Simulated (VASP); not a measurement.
# AlNi3 (Pm-3m) in VASP: a series of runs

Runs on AlNi3. Level: PBEsol. Tasks: single point.

All numbers are computed with VASP 6.6.1; they aren't measurements. Logs are shortened: lines on timing, memory, paths and dates and some standing lists are left out, and cuts for length are marked.

### 1 The cell of the first run

It takes space group Pm-3m (No. 221, cubic). Conventional cell: a = 3.523 Å, b = 3.523 Å, c = 3.523 Å, α = 90.00°, β = 90.00°, γ = 90.00°. Within 3.3 Å of Ni (site symmetry 4/mmm) lie 8 Ni at 2.49 Å and 4 Al at 2.49 Å. Within 3.3 Å of Al (site symmetry m-3m) lie 12 Ni at 2.49 Å.

### 2 Single point, PBEsol, collinear spin, ferromagnetic start

Contents of INCAR:

```
SYSTEM = AlNi3
ALGO = Normal
EDIFF = 1E-6
ENCUT = 520
GGA = PS
ISIF = 2
ISMEAR = -1
ISPIN = 2
LASPH = .TRUE.
LCHARG = .FALSE.
LMAXMIX = 4
LORBIT = 11
LREAL = .FALSE.
LWAVE = .FALSE.
MAGMOM = 1 1 1 0
NBANDS = 28
NELM = 150
NUPDOWN = 3.0
PREC = Accurate
SIGMA = 0.05
```

Contents of KPOINTS:

```
k-points
0
G
  6 6 6
  0 0 0
```

Contents of POSCAR:

```
AlNi3
1.0
    3.5230547267      0.0000000000      0.0000000000
    0.0000000000      3.5230547267      0.0000000000
    0.0000000000      0.0000000000      3.5230547267
Ni Al
3 1
Direct
    0.5000000000      0.5000000000      0.0000000000
    0.5000000000      0.0000000000      0.5000000000
    0.0000000000      0.5000000000      0.5000000000
    0.0000000000      0.0000000000      0.0000000000
```

Potentials or basis: VASP PAW PBE potentials, release 64 (Ni, Al).

The run is started by

```bash
$ cat potpaw_PBE.64/Ni/POTCAR potpaw_PBE.64/Al/POTCAR > POTCAR
$ mpirun -np 1 vasp_std > vasp.out
```

OUTCAR:

```text
SYSTEM = AlNi3
   EDIFF = 1E-6
   ENCUT = 520
   GGA = PS
   ISIF = 2
   ISMEAR = -1
   ISPIN = 2
   LASPH = .TRUE.
   LORBIT = 11
   LREAL = .FALSE.
   NELM = 150
   NUPDOWN = 3.0
   PREC = Accurate

 ion  position               nearest neighbor table
   1  0.500  0.500  0.000-   2 2.49   3 2.49   4 2.49   2 2.49   3 2.49   2 2.49   4 2.49   2 2.49
                             3 2.49   4 2.49   3 2.49   4 2.49
   2  0.500  0.000  0.500-   1 2.49   3 2.49   4 2.49   1 2.49   4 2.49   1 2.49   3 2.49   1 2.49
                             3 2.49   4 2.49   4 2.49   3 2.49
   3  0.000  0.500  0.500-   1 2.49   2 2.49   4 2.49   1 2.49   4 2.49   2 2.49   4 2.49   4 2.49
                             1 2.49   2 2.49   1 2.49   2 2.49
   4  0.000  0.000  0.000-   1 2.49   2 2.49   3 2.49   2 2.49   3 2.49   1 2.49   3 2.49   3 2.49
                             1 2.49   2 2.49   2 2.49   1 2.49

  LATTYP: Found a simple cubic cell.
 ALAT       =     3.5230547267

  Lattice vectors:

 A1 = (   3.5230547267,   0.0000000000,   0.0000000000)
 A2 = (   0.0000000000,   3.5230547267,   0.0000000000)
 A3 = (   0.0000000000,   0.0000000000,   3.5230547267)

Analysis of symmetry for initial positions (statically):
=====================================================================
 Subroutine PRICEL returns:
 Original cell was already a primitive cell.

 Routine SETGRP: Setting up the symmetry group for a
 simple cubic supercell.

 Subroutine GETGRP returns: Found 48 space group operations
 (whereof 48 operations were pure point group operations)
 out of a pool of 48 trial point group operations.

The static configuration has the point symmetry O_h .

Analysis of symmetry for dynamics (positions and initial velocities):
=====================================================================
 Subroutine PRICEL returns:
 Original cell was already a primitive cell.

 Routine SETGRP: Setting up the symmetry group for a
 simple cubic supercell.

 Subroutine GETGRP returns: Found 48 space group operations
 (whereof 48 operations were pure point group operations)
 out of a pool of 48 trial point group operations.

The dynamic configuration has the point symmetry O_h .

Analysis of structural, dynamic, and magnetic symmetry:
=====================================================================
 Subroutine PRICEL returns:
 Original cell was already a primitive cell.

 Routine SETGRP: Setting up the symmetry group for a
 simple cubic supercell.

 Subroutine GETGRP returns: Found 48 space group operations
 (whereof 48 operations were pure point group operations)
 out of a pool of 48 trial point group operations.

The overall configuration has the point symmetry O_h .

 Subroutine INISYM returns: Found 48 space group operations
 (whereof 48 operations are pure point group operations),
 and found     1 'primitive' translations

----------------------------------------------------------------------------------------

                                     Primitive cell

  volume of cell :      43.7279

  direct lattice vectors                    reciprocal lattice vectors
     3.523054727  0.000000000  0.000000000     0.283844583  0.000000000  0.000000000
     0.000000000  3.523054727  0.000000000     0.000000000  0.283844583  0.000000000
     0.000000000  0.000000000  3.523054727     0.000000000  0.000000000  0.283844583

  length of vectors
     3.523054727  3.523054727  3.523054727     0.283844583  0.283844583  0.283844583

  position of ions in fractional coordinates (direct lattice)
     0.500000000  0.500000000  0.000000000
     0.500000000  0.000000000  0.500000000
     0.000000000  0.500000000  0.500000000
     0.000000000  0.000000000  0.000000000

  ion indices of the primitive-cell ions
   primitive index   ion index
                 1           1
                 2           2
                 3           3
                 4           4

----------------------------------------------------------------------------------------

 KPOINTS: k-points

Automatic generation of k-mesh.
 Grid dimensions read from file:
 generate k-points for:    6    6    6

 Generating k-lattice:

  Cartesian coordinates                     Fractional coordinates (reciprocal lattice)
     0.047307431  0.000000000  0.000000000     0.166666667  0.000000000  0.000000000
     0.000000000  0.047307431  0.000000000     0.000000000  0.166666667  0.000000000
     0.000000000  0.000000000  0.047307431     0.000000000  0.000000000  0.166666667

  Length of vectors
     0.047307431  0.047307431  0.047307431

  Shift w.r.t. Gamma in fractional coordinates (k-lattice)
     0.000000000  0.000000000  0.000000000

 Subroutine IBZKPT returns following result:
 ===========================================

 Found     20 irreducible k-points:

 Following reciprocal coordinates:
            Coordinates               Weight
  0.000000  0.000000  0.000000      1.000000
  0.166667  0.000000  0.000000      6.000000
  0.333333  0.000000  0.000000      6.000000
  0.500000  0.000000  0.000000      3.000000
  0.166667  0.166667  0.000000     12.000000
  0.333333  0.166667  0.000000     24.000000
[... 12 lines left out ...]
  0.500000  0.500000  0.333333      6.000000
  0.500000  0.500000  0.500000      1.000000
   k-points           NKPTS =     20   k-points in BZ     NKDIM =     20   number of bands    NBANDS=     28
   number of dos      NEDOS =    301   number of ions     NIONS =      4
   total plane-waves  NPLWV =  21952
   dimension x,y,z NGX =    28 NGY =   28 NGZ =   28
   dimension x,y,z NGXF=    56 NGYF=   56 NGZF=   56
   ions per type =               3   1
   NGX,Y,Z   is equivalent  to a cutoff of  13.21, 13.21, 13.21 a.u.
   NGXF,Y,Z  is equivalent  to a cutoff of  26.43, 26.43, 26.43 a.u.
 SYSTEM =  AlNi3
   PREC   = accura    normal or accurate (medium, high low for compatibility)
   ISTART =      0    job   : 0-new  1-cont  2-samecut
   ICHARG =      2    charge: 1-file 2-atom 10-const
   ISPIN  =      2    spin polarized calculation?
   LNONCOLLINEAR =      F non collinear calculations
   LSORBIT =      F    spin-orbit coupling
   LASPH  =      T    aspherical Exc in radial PAW
   ENCUT  =  520.0 eV  38.22 Ry    6.18 a.u.   6.55  6.55  6.55*2*pi/ulx,y,z
   NELM   =    150;   NELMIN=  2; NELMDL= -5     # of ELM steps
   EDIFF  = 0.1E-05   stopping-criterion for ELM
   LREAL  =      F    real-space projection
   EDIFFG = 0.1E-04   stopping-criterion for IOM
   NSW    =      0    number of steps for IOM
   IBRION =     -1    ionic relax: 0-MD 1-quasi-New 2-CG
   NFREE  =      0    steps in history (QN), initial steepest desc. (CG)
   ISIF   =      2    stress and relaxation
   ISYM   =      2    0-nonsym 1-usesym 2-fastsym
   POTIM  = 0.5000    time-step for ionic-motion
   TEBEG  =    0.0;   TEEND  =   0.0 temperature during run
   PSTRESS=    0.0 pullay stress
   NELECT =      33.0000    total number of electrons
   NUPDOWN=       3.0000    fix difference up-down
   EMIN   =  10.00;   EMAX   =-10.00  energy-range for DOS
   EFERMI =   0.00;   METHOD = LEGACY
   ISMEAR =    -1;   SIGMA  =   0.05  broadening in eV -4-tet -1-fermi 0-gaus
   EFERMI_NEDOS =   21; number of points for ismear=-14 and -15
   IALGO  =     38    algorithm
   IMIX   =      4    mixing-type and parameters
     AMIX     =   0.40;   BMIX     =  1.00
     AMIX_MAG =   1.60;   BMIX_MAG =  1.00
  volume/ion in A,a.u.               =      10.93        73.77
  Fermi-wavevector in a.u.,A,eV,Ry     =   1.490482  2.816603 30.225843  2.221537
  Thomas-Fermi vector in A             =   2.603258
   LORBIT       =     11    0 simple, 1 ext, 2 COOP (PROOUT), +10 PAW based schemes
   GGA     = PS    functional components
   LHFCALC =     F    Hartree Fock is set to
   AEXX    =    0.0000 exact exchange contribution
   IVDW    =     0    specifies the selected vdW correction
   LEPSILON=     F    determine dielectric tensor
   LRPA    =     F    only Hartree local field effects (RPA)
 spin polarized calculation
  energy-cutoff  :      520.00
  volume of cell :       43.73
 maximum number of plane-waves:      1208
 NGX is ok and might be reduce to    28
   NGX = 13   NGY = 13   NGZ = 13

 number of electron      32.9999981 magnetization       2.9999998

 Free energy of the ion-electron system (eV)
  ---------------------------------------------------
  ext. energy  EPLUGINS =         0.00000000
  ---------------------------------------------------
  free energy    TOTEN  =       -23.17842671 eV

  energy without entropy =      -23.14431453  energy(sigma->0) =      -23.16137062

 E-fermi :   9.4132     XC(G=0): -13.0193

 val. band max:       10.9255562112   @ k =   0.5000   0.3333   0.0000
 cond. band min:       9.4172917333   @ k =   0.1667   0.1667   0.1667
 fundamental gap:     -1.5082644779
 Fermi energy:        11.3776980659

 spin component 1

 k-point     1 :       0.0000    0.0000    0.0000
  band No.  band energies     occupation
      1      -0.5135      1.00000
      2       4.8535      1.00000
      3       5.5471      1.00000
      4       5.5471      1.00000
      5       5.8407      1.00000
      6       5.8407      1.00000
[... 609 lines left out ...]
     27      30.0190      0.00000
     28      30.0190      0.00000
 Fermi energy:         9.4132462146

 spin component 2

 k-point     1 :       0.0000    0.0000    0.0000
  band No.  band energies     occupation
      1      -0.2649      1.00000
      2       5.4059      1.00000
      3       6.2516      1.00000
      4       6.2516      1.00000
      5       6.6788      1.00000
      6       6.6788      1.00000
[... 609 lines left out ...]
     27      30.2571      0.00000
     28      30.2571      0.00000

------------------------ aborting loop because EDIFF is reached ----------------------------------------

  FORCE on cell =-STRESS in cart. coord.  units (eV):
  Direction    XX          YY          ZZ          XY          YZ          ZX
  --------------------------------------------------------------------------------------
  -------------------------------------------------------------------------------------
  Total        1.7982548      1.7982548      1.7982548     -0.0000000      0.0000000      0.0000000
  in kB       65.8875936     65.8875936     65.8875936     -0.0000000      0.0000000      0.0000000
  external PRESSURE =      65.8875936 kB  Pullay stress =       0.0000000 kB

 VOLUME and BASIS-vectors are now :
 -----------------------------------------------------------------------------
  energy-cutoff  :      520.00
  volume of cell :       43.73
      direct lattice vectors                 reciprocal lattice vectors
     3.523054727  0.000000000  0.000000000     0.283844583  0.000000000  0.000000000
     0.000000000  3.523054727  0.000000000     0.000000000  0.283844583  0.000000000
     0.000000000  0.000000000  3.523054727     0.000000000  0.000000000  0.283844583

 POSITION                                       TOTAL-FORCE (eV/Angst)
 -----------------------------------------------------------------------------------
      1.76153      1.76153      0.00000         0.000000      0.000000      0.000000
      1.76153      0.00000      1.76153         0.000000      0.000000      0.000000
      0.00000      1.76153      1.76153         0.000000      0.000000      0.000000
      0.00000      0.00000      0.00000         0.000000      0.000000      0.000000
 -----------------------------------------------------------------------------------
    total drift:                                0.000000      0.000000      0.000000

  FREE ENERGIE OF THE ION-ELECTRON SYSTEM (eV)
  ---------------------------------------------------
  free  energy   TOTEN  =       -23.1784267060 eV

  energy  without entropy=      -23.1443145304  energy(sigma->0) =      -23.16137062

 total charge

# of ion       s       p       d       tot
------------------------------------------
    1        0.524   0.580   8.324   9.428
    2        0.524   0.580   8.324   9.428
    3        0.524   0.580   8.324   9.428
    4        0.402   0.432   0.000   0.834
--------------------------------------------------
tot          1.974   2.172  24.973  29.119

 magnetization (x)

# of ion       s       p       d       tot
------------------------------------------
    1        0.017   0.061   0.840   0.918
    2        0.017   0.061   0.840   0.918
    3        0.017   0.061   0.840   0.918
    4        0.016   0.044   0.000   0.060
--------------------------------------------------
tot          0.066   0.228   2.520   2.813
```

Wall time 40 s (1 thread of AMD EPYC 7R43 (Zen 3), shared host); peak memory 0.15 GiB.

What came out:

```yaml
Free_energy: -23.1784 eV
Pressure: 6.6 GPa
Net_moment: 3.00 μB per cell
Site_moments: Ni +0.92; Al +0.06 μB
Valence_electrons_inside_the_program's_atomic_spheres: Ni 9.43; Al 0.83
```

Caveat: the PAW data sets were made with another functional, which shifts forces and pressure a little; the total moment is fixed, so each spin has its own Fermi level.

### 3 Single point, PBEsol, collinear spin, ferromagnetic start

Contents of INCAR:

```
SYSTEM = AlNi3
PREC = Accurate
ENCUT = 520
EDIFF = 1E-6
ISMEAR = -1
SIGMA = 0.05
LREAL = .FALSE.
LASPH = .TRUE.
NELM = 150
ALGO = Normal
ISIF = 2
LWAVE = .FALSE.
LCHARG = .FALSE.
ISPIN = 2
MAGMOM = 1.26667 1.26667 1.26667 0
LORBIT = 11
NUPDOWN = 3.8
LMAXMIX = 4
GGA = PS
NBANDS = 28
```

Contents of KPOINTS:

```
regular mesh
0
G
  6 6 6
  0 0 0
```

POSCAR is that of step 2.

Potentials or basis: VASP PAW PBE potentials, release 64 (Ni, Al).

The run is started by

```bash
$ cat potpaw_PBE.64/Ni/POTCAR potpaw_PBE.64/Al/POTCAR > POTCAR
$ mpirun -np 1 vasp_std > vasp.out
```

Wall time 47 s (1 thread of AMD EPYC 7R43 (Zen 3), shared host); peak memory 0.15 GiB.

It converged, with:

```yaml
Free_energy: -22.2724 eV
Pressure: 10.5 GPa
Net_moment: 3.80 μB per cell
Site_moments: Ni +1.12; Al +0.10 μB
Valence_electrons_inside_the_program's_atomic_spheres: Ni 9.41; Al 0.85
```

Caveat: the PAW data sets were made with another functional, which shifts forces and pressure a little; the total moment is fixed, so each spin has its own Fermi level.

### 4 Single point, PBEsol, collinear spin, ferromagnetic start

Contents of INCAR:

```
ALGO     = Normal         # electronic algorithm
EDIFF    = 1E-6           # SCF threshold, eV
ENCUT    = 520            # plane-wave cutoff, eV
GGA      = PS             # functional
ISIF     = 2              # what is computed and relaxed
ISMEAR   = -1             # smearing method
ISPIN    = 2              # spin polarisation
LASPH    = T              # aspherical terms in the spheres
LCHARG   = T              # write CHGCAR
LELF     = T              # ELF
LMAXMIX  = 4              # l up to which the mixer works
LORBIT   = 11             # projections on sites
LREAL    = F              # projectors in reciprocal space
LVHAR    = T            
LWAVE    = F              # write WAVECAR
MAGMOM   = 1.5 1.5 1.5 0  # initial moments
NBANDS   = 28             # bands
NELM     = 150            # most SCF steps
NUPDOWN  = 4.5            # fixed moment
PREC     = Accurate       # precision mode
SIGMA    = 0.05           # smearing width, eV
```

Contents of KPOINTS:

```
k-points
0
Gamma
  6 6 6
```

POSCAR is that of step 3.

The run is started by

```bash
$ cat potpaw_PBE.64/Ni/POTCAR potpaw_PBE.64/Al/POTCAR > POTCAR
$ mpirun -np 1 vasp_std > vasp.out
```

Run time: 47 s. Hardware: 1 thread of AMD EPYC 7R43 (Zen 3), shared host; peak memory 0.15 GiB.

Results (log left out):

```yaml
Free_energy: -21.1817 eV
Pressure: 14.6 GPa
Net_moment: 4.50 μB per cell
Site_moments: Ni +1.30; Al +0.14 μB
Valence_electrons_inside_the_program's_atomic_spheres: Ni 9.39; Al 0.86
```

Caveat: the PAW data sets were made with another functional, which shifts forces and pressure a little; the total moment is fixed, so each spin has its own Fermi level.

### 5 Single point, PBEsol, collinear spin, ferromagnetic start

Contents of INCAR:

```
  PREC = Accurate
  ENCUT = 520
  EDIFF = 1E-6
  ISMEAR = -1
  SIGMA = 0.05
  LREAL = False
  LASPH = True
  NELM = 150
  ALGO = Normal
  ISIF = 2
  LWAVE = False
  LCHARG = False
  ISPIN = 2
  MAGMOM = 2 2 2 0
  LORBIT = 11
  NUPDOWN = 6.0
  LMAXMIX = 4
  GGA = PS
  NBANDS = 28
```

Contents of KPOINTS:

```
Automatic mesh
0
Gamma
  6 6 6
```

POSCAR is that of step 4.

The run is started by

```bash
$ cat potpaw_PBE.64/Ni/POTCAR potpaw_PBE.64/Al/POTCAR > POTCAR
$ mpirun -np 1 vasp_std > vasp.out
```

Wall time 57 s (1 thread of AMD EPYC 7R43 (Zen 3), shared host); peak memory 0.15 GiB.

Results (log left out):

| Quantity | Value |
| --- | --- |
| Free energy | -17.7892 eV |
| Pressure | 29.1 GPa |
| Net moment | 6.00 μB per cell |
| Site moments | Ni +1.68; Al +0.22 μB |
| Valence electrons inside the program's atomic spheres | Ni 9.36; Al 0.88 |

Caveat: the PAW data sets were made with another functional, which shifts forces and pressure a little; the total moment is fixed, so each spin has its own Fermi level.

### 6 Single point, PBEsol, collinear spin, ferromagnetic start

This run uses another cell than the first one, of 9.72 Å³/atom, 0.889 times its volume.

Contents of INCAR:

```
SYSTEM = AlNi3
ALGO = Fast
EDIFF = 1E-6
ENCUT = 520
GGA = PS
ISIF = 2
ISMEAR = -1
ISPIN = 2
LASPH = .True.
LCHARG = .False.
LMAXMIX = 4
LORBIT = 11
LREAL = .False.
LWAVE = .False.
MAGMOM = 1 1 1 0
NBANDS = 28
NELM = 150
PREC = Accurate
SIGMA = 0.05
```

Contents of KPOINTS:

```
k-points
0
Gamma
  8 8 8
  0 0 0
```

Contents of POSCAR:

```
AlNi3
1.0
    3.3879533309      0.0000000000      0.0000000000
    0.0000000000      3.3879533309      0.0000000000
    0.0000000000      0.0000000000      3.3879533309
Ni Al
3 1
Direct
    0.5000000000      0.5000000000      0.0000000000
    0.5000000000      0.0000000000      0.5000000000
    0.0000000000      0.5000000000      0.5000000000
    0.0000000000      0.0000000000      0.0000000000
```

Potentials or basis: VASP PAW PBE potentials, release 64 (Ni, Al).

The run is started by

```bash
$ cat potpaw_PBE.64/Ni/POTCAR potpaw_PBE.64/Al/POTCAR > POTCAR
$ mpirun -np 1 vasp_std > vasp.out
```

Run time: 1.8 min. Hardware: 1 thread of AMD EPYC 7R43 (Zen 3), shared host; peak memory 0.17 GiB.

Results (log left out):

```yaml
Free_energy: -23.9070 eV
Pressure: 29.9 GPa
Net_moment: 0.44 μB per cell
Site_moments: Ni +0.15; Al -0.01 μB
Valence_electrons_inside_the_program's_atomic_spheres: Ni 9.71; Al 0.89
```

Levels at points of the mesh, in eV from the Fermi level:
Spin up:
| k point | band 13 | band 14 | band 15 | band 16 | band 17 | band 18 | band 19 | band 20 | band 21 | band 22 |
| --- | --- | --- | --- | --- | --- | --- | --- | --- | --- | --- |
| (0.00, 0.00, 0.00) | -0.18 | 0.09 | 0.09 | 0.09 | 0.91 | 0.91 | 0.91 | 7.45 | 7.45 | 8.83 |
| (0.50, 0.00, 0.00) | -1.36 | -1.35 | -1.16 | -0.50 | 0.10 | 6.09 | 6.09 | 6.35 | 6.35 | 6.99 |
| (0.50, 0.50, 0.00) | -1.51 | -1.37 | -1.07 | -1.05 | -0.64 | 1.17 | 1.17 | 8.91 | 8.91 | 9.39 |
| (0.50, 0.50, 0.50) | -1.50 | -1.20 | -1.20 | -0.44 | -0.14 | -0.14 | -0.14 | 4.49 | 4.83 | 4.83 |
Spin down:
| k point | band 13 | band 14 | band 15 | band 16 | band 17 | band 18 | band 19 | band 20 |
| --- | --- | --- | --- | --- | --- | --- | --- | --- |
| (0.00, 0.00, 0.00) | 0.00 | 0.35 | 0.35 | 0.35 | 0.90 | 0.90 | 0.90 | 7.51 |
| (0.50, 0.00, 0.00) | -1.18 | -1.18 | -1.02 | -0.37 | 0.35 | 6.13 | 6.13 | 6.39 |
| (0.50, 0.50, 0.00) | -1.39 | -1.30 | -0.95 | -0.81 | -0.55 | 1.34 | 1.34 | 8.94 |
| (0.50, 0.50, 0.50) | -1.40 | -1.09 | -1.09 | -0.44 | 0.08 | 0.08 | 0.08 | 4.55 |

Caveat: the PAW data sets were made with another functional, which shifts forces and pressure a little.

### 7 Overview

```tsv
fixed moment (μB)	cell	k mesh	pressure (GPa)	moment (μB)
3.0	a = 3.523 Å, 4 atoms	6 × 6 × 6	6.6	3.00
3.8	a = 3.523 Å, 4 atoms	6 × 6 × 6	10.5	3.80
4.5	a = 3.523 Å, 4 atoms	6 × 6 × 6	14.6	4.50
6.0	a = 3.523 Å, 4 atoms	6 × 6 × 6	29.1	6.00
-	a = 3.388 Å, 4 atoms	8 × 8 × 8	29.9	0.44
```

Alike in all rows: task single point; level PBEsol; potentials or basis VASP PAW PBE potentials, release 64 (Ni, Al); spin collinear, ferromagnetic start; cutoff (eV) 520; smearing fermi-dirac 0.05 eV.

Caveats: the PAW data sets were made with another functional, which shifts forces and pressure a little; the total moment is fixed, so each spin has its own Fermi level (some runs).

Total energies depend on the potentials used, so only differences within one code and one set of settings carry meaning.
